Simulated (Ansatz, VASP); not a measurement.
## Rh in VASP and in Ansatz

The input INCAR:

```
SYSTEM = Rh
  PREC = Accurate
  ENCUT = 500
  EDIFF = 1E-6
  ISMEAR = -1
  SIGMA = 0.08
  LREAL = .False.
  LASPH = .True.
  NELM = 120
  ALGO = Normal
  ISIF = 2
  LWAVE = .False.
  LCHARG = .False.
  GGA = PS
  NBANDS = 22
  GGA_COMPAT = .False.
```

Contents of KPOINTS:

```
Automatic mesh
0
Gamma
  14 10 14
  0 0 0
```

The input POSCAR:

```
Rh
1.0
   -1.8904315232      1.8904315232      0.0000000000
    0.0000000000      0.0000000000      3.7808630465
    1.8904315232      1.8904315232      0.0000000000
Rh
2
Direct
    0.0000000000      0.0000000000      0.0000000000
    0.5000000000      0.5000000000      0.5000000000
```

Input for Ansatz:

```yaml
crystal:
  lattice:
    - [-1.8904315232, 1.8904315232, 0.0]
    - [0.0, 0.0, 3.7808630465]
    - [1.8904315232, 1.8904315232, 0.0]
  atoms:
    - { symbol: Rh, position: [0.0, 0.0, 0.0] }
    - { symbol: Rh, position: [0.5, 0.5, 0.5] }
kpoints:
  mp_grid: { grid: [14, 10, 14] }
scf:
  occupations: { method: fermi_dirac, width: 0.08 }
hamiltonian:
  xc: pbesol
  pseudopotentials: { kind: all_electron, lapw: { basis_error: 0.001 } }
output:
  forces: true
  stress: true
  eigenvalues: true
```

Alike in both runs: task single point; functional PBEsol; k mesh 14 × 10 × 14; occupations fermi-dirac, width 0.08 eV; no spin polarisation.

```csv
,VASP,Ansatz
version,VASP 6.6.1,Ansatz 0.2.0
potentials or method,"VASP PAW PBE potentials, release 64 (Rh_pv), cutoff 500 eV","all-electron LAPW, scalar-relativistic"
```

|  | VASP | Ansatz | Ansatz less VASP |
| --- | --- | --- | --- |
| pressure (GPa) | 0.0 | 0.0 | +0.02 |

VASP's potentials were made for PBE, not for PBEsol. Ansatz ran all-electron here, and VASP with PAW potentials.
